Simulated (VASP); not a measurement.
**Tl: single point with PBEsol**

Crystal: Tl.

```
Tl
1.0
    -1.89247    1.89247    1.98952
     1.89247   -1.89247    1.98952
     1.89247    1.89247   -1.98952
Tl
1
Direct
  0.00000 0.00000 0.00000
```

This cell differs from its parent crystal: strain -0.025 along x and y, +0.025 along z.

```yaml
Program: VASP 6.6.1
Task: single point
Functional: PBEsol
Potentials_or_basis: VASP PAW PBE potentials, release 64 (Tl_d)
Cutoff: 520 eV
k_mesh: 18 × 18 × 18
Occupations: gaussian, width 0.15 eV
Spin: no spin polarisation
Dipole_correction: no
Further_INCAR_settings: ALGO = Fast; EDIFF = 1e-06; NBANDS = 12
```

- Pressure: 0.0 GPa
- Band gap on the k mesh: zero (an odd number of electrons rules out a gap without spin polarisation)

Stress tensor (GPa, compression positive):
```
 0.24  0.00  0.00
 0.00  0.24  0.00
 0.00  0.00 -0.35
```

Levels at points of the mesh, in eV from the Fermi level:
```
           k point  band 2  band 3  band 4  band 5  band 6  band 7  band 8  band 9  band 10  band 11
(0.00, 0.00, 0.00)  -11.64  -11.58  -11.22  -11.16  -10.10   10.61   10.90   10.90    11.94    12.67
(0.50, 0.00, 0.00)  -11.79  -11.26  -11.17  -10.90   -5.11   -2.83    6.08    7.44    10.42    11.55
(0.50, 0.50, 0.00)  -11.80  -11.17  -11.16  -10.89   -4.82   -2.68    5.41    6.61     9.57    10.82
(0.50, 0.50, 0.50)  -11.84  -10.98  -10.96  -10.96   -1.62    0.79    1.74    1.74     6.28     6.80
```

It took 66 s on 1 thread of Intel(R) Xeon(R) 6975P-C (Granite Rapids), with other jobs on the host, peak memory 0.27 GiB.

Caveat: the cell differs from its parent crystal (strain -0.025 along x and y, +0.025 along z); the PAW data sets were made with another functional, which shifts forces and pressure a little; spin-orbit coupling is left out, which moves the levels of the heavy elements.
